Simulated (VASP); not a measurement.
# KScSe2 (Pmmn) in VASP: a series of runs

The runs below take KScSe2 through single point, with r2SCAN.

Program: VASP 6.6.1. These are calculated values, not measurements. Logs are shortened: lines on timing, memory, paths and dates and some standing lists are left out, and cuts for length are marked.

**1. The cell of the first run**

The structure is orthorhombic, space group Pmmn (No. 59). The conventional cell has a = 3.953 Å, b = 5.965 Å, c = 9.190 Å, α = 90.00°, β = 90.00°, γ = 90.00°. Within 4.1 Å of K (site symmetry mm2) lie 6 Se at 3.08 to 3.38 Å and 6 K at 3.95 to 4.09 Å. Within 3.5 Å of Se (site symmetry mm2) lie 2 Sc at 2.68 Å and 4 K at 3.08 to 3.37 Å. Se (site symmetry mm2) has 4 Sc at 2.75 to 2.99 Å and 2 K at 3.38 Å and 1 Se at 3.72 Å within 3.8 Å. Sc (site symmetry mm2) has 6 Se at 2.68 to 2.99 Å within 3.5 Å.

**2. Single point, r2SCAN (27.08 Å³/atom)**

File POSCAR:

```
KScSe2
1.0
    3.9526603898      0.0000000000      0.0000000000
    0.0000000000      5.9647935088      0.0000000000
    0.0000000000      0.0000000000      9.1897388608
K Se Sc
2 4 2
Direct
    0.0000000000      0.0000000000      0.8926096297
    0.5000000000      0.5000000000      0.1073903703
    0.0000000000      0.5000000000      0.8100139948
    0.5000000000      0.0000000000      0.1899860052
    0.0000000000      0.5000000000      0.4053039031
    0.5000000000      0.0000000000      0.5946960969
    0.0000000000      0.0000000000      0.3864271808
    0.5000000000      0.5000000000      0.6135728192
```

File INCAR.step1:

```
SYSTEM = KScSe2
PREC = Accurate
ENCUT = 520
ISMEAR = 0
SIGMA = 0.01
LREAL = .False.
LASPH = .True.
NELM = 60
NBANDS = 42
GGA = PE
ALGO = Normal
EDIFF = 1E-4
LWAVE = .True.
LCHARG = .False.
```

File INCAR.step2:

```
SYSTEM = KScSe2
PREC = Accurate
ENCUT = 520
EDIFF = 1E-6
ISMEAR = 0
SIGMA = 0.01
LREAL = .False.
LASPH = .True.
NELM = 60
ALGO = Normal
ISIF = 2
LWAVE = .False.
LCHARG = .False.
METAGGA = R2SCAN
LMIXTAU = .True.
NBANDS = 42
ISTART = 1
```

File KPOINTS:

```
regular mesh
0
Gamma
  6 4 2
  0 0 0
```

Potentials or basis: VASP PAW PBE potentials, release 64 (K_sv, Se, Sc_sv).

The run is started by

```sh
$ cat potpaw_PBE.64/K_sv/POTCAR potpaw_PBE.64/Se/POTCAR potpaw_PBE.64/Sc_sv/POTCAR > POTCAR
$ cp INCAR.step1 INCAR
$ mpirun -np 1 vasp_std > vasp.out
$ cp INCAR.step2 INCAR
$ mpirun -np 1 vasp_std > vasp.out
```

OUTCAR:

```text
SYSTEM = KScSe2
   PREC = Accurate
   ENCUT = 520
   EDIFF = 1E-6
   ISMEAR = 0
   LREAL = .False.
   LASPH = .True.
   NELM = 60
   ISIF = 2
   METAGGA = R2SCAN
   ISTART = 1

 ion  position               nearest neighbor table
   1  0.000  0.000  0.893-   3 3.08   3 3.08
   2  0.500  0.500  0.107-   4 3.08   4 3.08
   3  0.000  0.500  0.810-   8 2.68   8 2.68   1 3.08   1 3.08
   4  0.500  0.000  0.190-   7 2.68   7 2.68   2 3.08   2 3.08
   5  0.000  0.500  0.405-   8 2.75   8 2.75   7 2.99   7 2.99
   6  0.500  0.000  0.595-   7 2.75   7 2.75   8 2.99   8 2.99
   7  0.000  0.000  0.386-   4 2.68   4 2.68   6 2.75   6 2.75   5 2.99   5 2.99
   8  0.500  0.500  0.614-   3 2.68   3 2.68   5 2.75   5 2.75   6 2.99   6 2.99

  LATTYP: Found a simple orthorhombic cell.
 ALAT       =     3.9526603898
 B/A-ratio  =     1.5090579308
 C/A-ratio  =     2.3249502751

  Lattice vectors:

 A1 = (   3.9526603898,   0.0000000000,   0.0000000000)
 A2 = (   0.0000000000,   5.9647935088,   0.0000000000)
 A3 = (   0.0000000000,   0.0000000000,   9.1897388608)

Analysis of symmetry for initial positions (statically):
=====================================================================
 Subroutine PRICEL returns:
 Original cell was already a primitive cell.

 Routine SETGRP: Setting up the symmetry group for a
 simple orthorhombic supercell.

 Subroutine GETGRP returns: Found  8 space group operations
 (whereof  4 operations were pure point group operations)
 out of a pool of  8 trial point group operations.

The static configuration has the point symmetry C_2v.
 The point group associated with its full space group is D_2h.

Analysis of symmetry for dynamics (positions and initial velocities):
=====================================================================
 Subroutine PRICEL returns:
 Original cell was already a primitive cell.

 Routine SETGRP: Setting up the symmetry group for a
 simple orthorhombic supercell.

 Subroutine GETGRP returns: Found  8 space group operations
 (whereof  4 operations were pure point group operations)
 out of a pool of  8 trial point group operations.

The dynamic configuration has the point symmetry C_2v.
 The point group associated with its full space group is D_2h.

 Subroutine INISYM returns: Found  8 space group operations
 (whereof  4 operations are pure point group operations),
 and found     1 'primitive' translations

----------------------------------------------------------------------------------------

                                     Primitive cell

  volume of cell :     216.6647

  direct lattice vectors                    reciprocal lattice vectors
     3.952660390  0.000000000  0.000000000     0.252994161  0.000000000  0.000000000
     0.000000000  5.964793509  0.000000000     0.000000000  0.167650397  0.000000000
     0.000000000  0.000000000  9.189738861     0.000000000  0.000000000  0.108817020

  length of vectors
     3.952660390  5.964793509  9.189738861     0.252994161  0.167650397  0.108817020

  position of ions in fractional coordinates (direct lattice)
     0.000000000  0.000000000  0.892609630
     0.500000000  0.500000000  0.107390370
     0.000000000  0.500000000  0.810013995
     0.500000000  0.000000000  0.189986005
     0.000000000  0.500000000  0.405303903
     0.500000000  0.000000000  0.594696097
     0.000000000  0.000000000  0.386427181
     0.500000000  0.500000000  0.613572819

  ion indices of the primitive-cell ions
   primitive index   ion index
                 1           1
                 2           2
                 3           3
                 4           4
                 5           5
                 6           6
                 7           7
                 8           8

----------------------------------------------------------------------------------------

 KPOINTS: regular mesh

Automatic generation of k-mesh.
 Grid dimensions read from file:
 generate k-points for:    6    4    2

 Generating k-lattice:

  Cartesian coordinates                     Fractional coordinates (reciprocal lattice)
     0.042165694  0.000000000  0.000000000     0.166666667  0.000000000  0.000000000
     0.000000000  0.041912599  0.000000000     0.000000000  0.250000000  0.000000000
     0.000000000  0.000000000  0.054408510     0.000000000  0.000000000  0.500000000

  Length of vectors
     0.042165694  0.041912599  0.054408510

  Shift w.r.t. Gamma in fractional coordinates (k-lattice)
     0.000000000  0.000000000  0.000000000

 Subroutine IBZKPT returns following result:
 ===========================================

 Found     24 irreducible k-points:

 Following reciprocal coordinates:
            Coordinates               Weight
  0.000000  0.000000  0.000000      1.000000
  0.166667  0.000000  0.000000      2.000000
  0.333333  0.000000  0.000000      2.000000
  0.500000  0.000000  0.000000      1.000000
  0.000000  0.250000  0.000000      2.000000
  0.166667  0.250000  0.000000      4.000000
[... 16 lines left out ...]
  0.333333  0.500000  0.500000      2.000000
  0.500000  0.500000  0.500000      1.000000
   k-points           NKPTS =     24   k-points in BZ     NKDIM =     24   number of bands    NBANDS=     42
   number of dos      NEDOS =    301   number of ions     NIONS =      8
   total plane-waves  NPLWV = 100800
   dimension x,y,z NGX =    30 NGY =   48 NGZ =   70
   dimension x,y,z NGXF=    60 NGYF=   96 NGZF=  140
   ions per type =               2   4   2
   NGX,Y,Z   is equivalent  to a cutoff of  12.62, 13.38, 12.66 a.u.
   NGXF,Y,Z  is equivalent  to a cutoff of  25.24, 26.76, 25.33 a.u.
 SYSTEM =  KScSe2
   PREC   = accura    normal or accurate (medium, high low for compatibility)
   ISTART =      1    job   : 0-new  1-cont  2-samecut
   ICHARG =      0    charge: 1-file 2-atom 10-const
   ISPIN  =      1    spin polarized calculation?
   LNONCOLLINEAR =      F non collinear calculations
   LSORBIT =      F    spin-orbit coupling
   LASPH  =      T    aspherical Exc in radial PAW
   ENCUT  =  520.0 eV  38.22 Ry    6.18 a.u.   7.35 11.09 17.09*2*pi/ulx,y,z
   NELM   =     60;   NELMIN=  2; NELMDL=  0     # of ELM steps
   EDIFF  = 0.1E-05   stopping-criterion for ELM
   LREAL  =      F    real-space projection
   EDIFFG = 0.1E-04   stopping-criterion for IOM
   NSW    =      0    number of steps for IOM
   IBRION =     -1    ionic relax: 0-MD 1-quasi-New 2-CG
   NFREE  =      0    steps in history (QN), initial steepest desc. (CG)
   ISIF   =      2    stress and relaxation
   ISYM   =      2    0-nonsym 1-usesym 2-fastsym
   POTIM  = 0.5000    time-step for ionic-motion
   TEBEG  =    0.0;   TEEND  =   0.0 temperature during run
   PSTRESS=    0.0 pullay stress
   NELECT =      64.0000    total number of electrons
   NUPDOWN=      -1.0000    fix difference up-down
   EMIN   =  10.00;   EMAX   =-10.00  energy-range for DOS
   EFERMI =   0.00;   METHOD = LEGACY
   ISMEAR =     0;   SIGMA  =   0.01  broadening in eV -4-tet -1-fermi 0-gaus
   EFERMI_NEDOS =   21; number of points for ismear=-14 and -15
   IALGO  =     38    algorithm
   IMIX   =      4    mixing-type and parameters
     AMIX     =   0.40;   BMIX     =  1.00
     AMIX_MAG =   1.60;   BMIX_MAG =  1.00
  volume/ion in A,a.u.               =      27.08       182.77
  Fermi-wavevector in a.u.,A,eV,Ry     =   1.090282  2.060334 16.173444  1.188715
  Thomas-Fermi vector in A             =   2.226503
   LORBIT       =      0    0 simple, 1 ext, 2 COOP (PROOUT), +10 PAW based schemes
   METAGGA = R2SCAN    functional components
   LHFCALC =     F    Hartree Fock is set to
   AEXX    =    0.0000 exact exchange contribution
   IVDW    =     0    specifies the selected vdW correction
   LEPSILON=     F    determine dielectric tensor
   LRPA    =     F    only Hartree local field effects (RPA)
 non-spin polarized calculation
 Gauss-broadening in eV      SIGMA  =   0.01
  energy-cutoff  :      520.00
  volume of cell :      216.66
 maximum number of plane-waves:      5864
 NGX is ok and might be reduce to    30
   NGX = 15   NGY = 23   NGZ = 35

 number of electron      63.9999995 magnetization

 Free energy of the ion-electron system (eV)
  ---------------------------------------------------
  ext. energy  EPLUGINS =         0.00000000
  ---------------------------------------------------
  free energy    TOTEN  =      -106.42073174 eV

  energy without entropy =     -106.42073174  energy(sigma->0) =     -106.42073174

 E-fermi :   1.7024     XC(G=0):  -9.2495

 val. band max:        1.6465544482   @ k =   0.0000   0.0000   0.0000
 cond. band min:       3.3704711747   @ k =   0.5000   0.0000   0.0000
 fundamental gap:      1.7239167265
 Fermi energy:         1.7024243965

 k-point     1 :       0.0000    0.0000    0.0000
  band No.  band energies     occupation
      1     -50.1758      2.00000
      2     -50.1742      2.00000
      3     -29.0758      2.00000
      4     -29.0575      2.00000
      5     -27.8816      2.00000
      6     -27.8656      2.00000
[... 34 lines left out ...]
     41       5.4679      0.00000
     42       5.8173      0.00000

 k-point     2 :       0.1667    0.0000    0.0000
  band No.  band energies     occupation
      1     -50.1752      2.00000
      2     -50.1738      2.00000
      3     -29.0714      2.00000
      4     -29.0555      2.00000
      5     -27.8799      2.00000
      6     -27.8660      2.00000
[... 34 lines left out ...]
     41       5.4973      0.00000
     42       5.5369      0.00000

 k-point     3 :       0.3333    0.0000    0.0000
  band No.  band energies     occupation
      1     -50.1740      2.00000
      2     -50.1732      2.00000
      3     -29.0616      2.00000
      4     -29.0525      2.00000
      5     -27.8757      2.00000
      6     -27.8677      2.00000
[... 897 lines left out ...]
      4     -29.0568      2.00000
      5     -27.8729      2.00000
      6     -27.8729      2.00000
[... 34 lines left out ...]
     41       5.8481      0.00000
     42       5.8481      0.00000

 k-point    24 :       0.5000    0.5000    0.5000
  band No.  band energies     occupation
      1     -50.1732      2.00000
      2     -50.1732      2.00000
      3     -29.0536      2.00000
      4     -29.0536      2.00000
      5     -27.8723      2.00000
      6     -27.8723      2.00000
[... 34 lines left out ...]
     41       5.8464      0.00000
     42       5.8464      0.00000

------------------------ aborting loop because EDIFF is reached ----------------------------------------

  FORCE on cell =-STRESS in cart. coord.  units (eV):
  Direction    XX          YY          ZZ          XY          YZ          ZX
  --------------------------------------------------------------------------------------
  -------------------------------------------------------------------------------------
  Total       -1.9195622     -1.4766106     -1.9123487      0.0000000      0.0000000      0.0000000
  in kB      -14.1946498    -10.9191414    -14.1413081      0.0000000      0.0000000      0.0000000
  external PRESSURE =     -13.0850331 kB  Pullay stress =       0.0000000 kB

 VOLUME and BASIS-vectors are now :
 -----------------------------------------------------------------------------
  energy-cutoff  :      520.00
  volume of cell :      216.66
      direct lattice vectors                 reciprocal lattice vectors
     3.952660390  0.000000000  0.000000000     0.252994161  0.000000000  0.000000000
     0.000000000  5.964793509  0.000000000     0.000000000  0.167650397  0.000000000
     0.000000000  0.000000000  9.189738861     0.000000000  0.000000000  0.108817020

 POSITION                                       TOTAL-FORCE (eV/Angst)
 -----------------------------------------------------------------------------------
      0.00000      0.00000      8.20285         0.000000      0.000000     -0.021322
      1.97633      2.98240      0.98689         0.000000      0.000000      0.021322
      0.00000      2.98240      7.44382         0.000000      0.000000     -0.127142
      1.97633      0.00000      1.74592         0.000000      0.000000      0.127142
      0.00000      2.98240      3.72464         0.000000      0.000000      0.128033
      1.97633      0.00000      5.46510         0.000000      0.000000     -0.128033
      0.00000      0.00000      3.55116         0.000000      0.000000     -0.013344
      1.97633      2.98240      5.63857         0.000000      0.000000      0.013344
 -----------------------------------------------------------------------------------
    total drift:                                0.000000      0.000000      0.000000

  FREE ENERGIE OF THE ION-ELECTRON SYSTEM (eV)
  ---------------------------------------------------
  free  energy   TOTEN  =      -106.4207317448 eV

  energy  without entropy=     -106.4207317448  energy(sigma->0) =     -106.42073174
```

Wall time 10 min (1 thread of AMD EPYC 9R45 (Zen 5), shared host); peak memory 0.43 GiB.

Results:

```
Free energy            : -106.4207 eV
Pressure               : -1.3 GPa
Largest force          : 0.128 eV/Å
Band gap on the k mesh : 1.72 eV (least direct gap 1.82 eV)
```

Forces in eV/Å, atoms in the order of the input:
```
K    0.000  0.000 -0.021
K    0.000  0.000  0.021
Se   0.000  0.000 -0.127
Se   0.000  0.000  0.127
Se   0.000  0.000  0.128
Se   0.000  0.000 -0.128
Sc   0.000  0.000 -0.013
Sc   0.000  0.000  0.013
```

Levels at points of the mesh, in eV from the valence-band top:
| k point | band 29 | band 30 | band 31 | band 32 | band 33 | band 34 | band 35 | band 36 |
| --- | --- | --- | --- | --- | --- | --- | --- | --- |
| (0.00, 0.00, 0.00) | -0.85 | -0.40 | -0.20 | 0.00 | 1.82 | 2.10 | 2.15 | 2.39 |
| (0.50, 0.00, 0.00) | -1.36 | -1.36 | -0.88 | -0.88 | 1.72 | 1.72 | 2.56 | 2.56 |
| (0.00, 0.50, 0.00) | -0.68 | -0.68 | -0.58 | -0.58 | 2.06 | 2.06 | 2.76 | 2.76 |
| (0.50, 0.50, 0.00) | -1.54 | -1.54 | -1.04 | -1.04 | 2.45 | 2.45 | 2.72 | 2.72 |
| (0.00, 0.00, 0.50) | -1.03 | -0.88 | -0.27 | -0.06 | 1.98 | 2.10 | 2.16 | 2.46 |
| (0.50, 0.00, 0.50) | -1.36 | -1.36 | -0.90 | -0.90 | 1.81 | 1.81 | 2.58 | 2.58 |
| (0.00, 0.50, 0.50) | -0.62 | -0.62 | -0.60 | -0.60 | 2.15 | 2.15 | 2.76 | 2.76 |
| (0.50, 0.50, 0.50) | -1.50 | -1.50 | -0.97 | -0.97 | 2.43 | 2.43 | 2.72 | 2.72 |

Caveat: the PAW data sets were made with another functional, which shifts forces and pressure a little. A k mesh can miss the band edges.

**3. Single point, r2SCAN (27.87 Å³/atom)**

This run uses another cell than the first one, of 27.87 Å³/atom.

Edit POSCAR of step 2 so:

```diff
@@ -2,5 +2,5 @@
 1.0
-    3.9526603898      0.0000000000      0.0000000000
-    0.0000000000      5.9647935088      0.0000000000
-    0.0000000000      0.0000000000      9.1897388608
+    3.9906690714      0.0000000000      0.0000000000
+    0.0000000000      6.0221508112      0.0000000000
+    0.0000000000      0.0000000000      9.2781071555
 K Se Sc
```

File INCAR.step1:

```
PREC     = Accurate       # precision mode
ENCUT    = 520            # plane-wave cutoff, eV
ISMEAR   = 0              # smearing method
SIGMA    = 0.01           # smearing width, eV
LREAL    = F              # projectors in reciprocal space
LASPH    = T              # aspherical terms in the spheres
NELM     = 100            # most SCF steps
NBANDS   = 42             # bands
GGA      = PE             # functional
ALGO     = Normal         # electronic algorithm
EDIFF    = 1E-4           # SCF threshold, eV
LWAVE    = T              # write WAVECAR
LCHARG   = F              # write CHGCAR
```

File INCAR.step2:

```
PREC     = Accurate       # precision mode
ENCUT    = 520            # plane-wave cutoff, eV
EDIFF    = 1E-7           # SCF threshold, eV
ISMEAR   = 0              # smearing method
SIGMA    = 0.01           # smearing width, eV
LREAL    = F              # projectors in reciprocal space
LASPH    = T              # aspherical terms in the spheres
NELM     = 100            # most SCF steps
ALGO     = Normal         # electronic algorithm
ISIF     = 2              # what is computed and relaxed
LWAVE    = F              # write WAVECAR
LCHARG   = T              # write CHGCAR
METAGGA  = R2SCAN         # meta-GGA
LMIXTAU  = T            
LELF     = T              # ELF
LVHAR    = T            
NBANDS   = 42             # bands
ISTART   = 1
```

File KPOINTS:

```
Automatic mesh
0
Gamma
  6 4 2
```

Potentials or basis: VASP PAW PBE potentials, release 64 (K_sv, Se, Sc_sv).

The run is started by

```sh
$ cat potpaw_PBE.64/K_sv/POTCAR potpaw_PBE.64/Se/POTCAR potpaw_PBE.64/Sc_sv/POTCAR > POTCAR
$ cp INCAR.step1 INCAR
$ mpirun -np 1 vasp_std > vasp.out
$ cp INCAR.step2 INCAR
$ mpirun -np 1 vasp_std > vasp.out
```

Run time: 9.5 min. Hardware: 1 thread of AMD EPYC 9R45 (Zen 5), shared host; peak memory 0.44 GiB.

The run converged. Its results:

* Free energy: -106.3450 eV
* Pressure: -2.6 GPa
* Largest force: 0.266 eV/Å
* Band gap on the k mesh: 1.74 eV (least direct gap 1.84 eV)

Forces in eV/Å, atoms in the order of the input:
```
K    0.000  0.000 -0.044
K    0.000  0.000  0.044
Se   0.000  0.000 -0.266
Se   0.000  0.000  0.266
Se   0.000  0.000  0.265
Se   0.000  0.000 -0.265
Sc   0.000  0.000 -0.028
Sc   0.000  0.000  0.028
```

Stress tensor (GPa, compression positive):
```
-2.81  0.00  0.00
 0.00 -2.13  0.00
 0.00  0.00 -2.79
```

Levels at points of the mesh, in eV from the valence-band top:
| k point | band 29 | band 30 | band 31 | band 32 | band 33 | band 34 | band 35 | band 36 |
| --- | --- | --- | --- | --- | --- | --- | --- | --- |
| (0.00, 0.00, 0.00) | -0.82 | -0.38 | -0.18 | 0.00 | 1.84 | 2.07 | 2.13 | 2.37 |
| (0.50, 0.00, 0.00) | -1.31 | -1.31 | -0.84 | -0.84 | 1.74 | 1.74 | 2.50 | 2.50 |
| (0.00, 0.50, 0.00) | -0.64 | -0.64 | -0.56 | -0.56 | 2.06 | 2.06 | 2.70 | 2.70 |
| (0.50, 0.50, 0.00) | -1.48 | -1.48 | -0.98 | -0.98 | 2.41 | 2.41 | 2.67 | 2.67 |
| (0.00, 0.00, 0.50) | -0.99 | -0.85 | -0.25 | -0.05 | 1.98 | 2.07 | 2.14 | 2.42 |
| (0.50, 0.00, 0.50) | -1.31 | -1.31 | -0.85 | -0.85 | 1.81 | 1.81 | 2.52 | 2.52 |
| (0.00, 0.50, 0.50) | -0.59 | -0.59 | -0.56 | -0.56 | 2.14 | 2.14 | 2.70 | 2.70 |
| (0.50, 0.50, 0.50) | -1.44 | -1.44 | -0.92 | -0.92 | 2.39 | 2.39 | 2.67 | 2.67 |

Caveat: the PAW data sets were made with another functional, which shifts forces and pressure a little. A k mesh can miss the band edges.
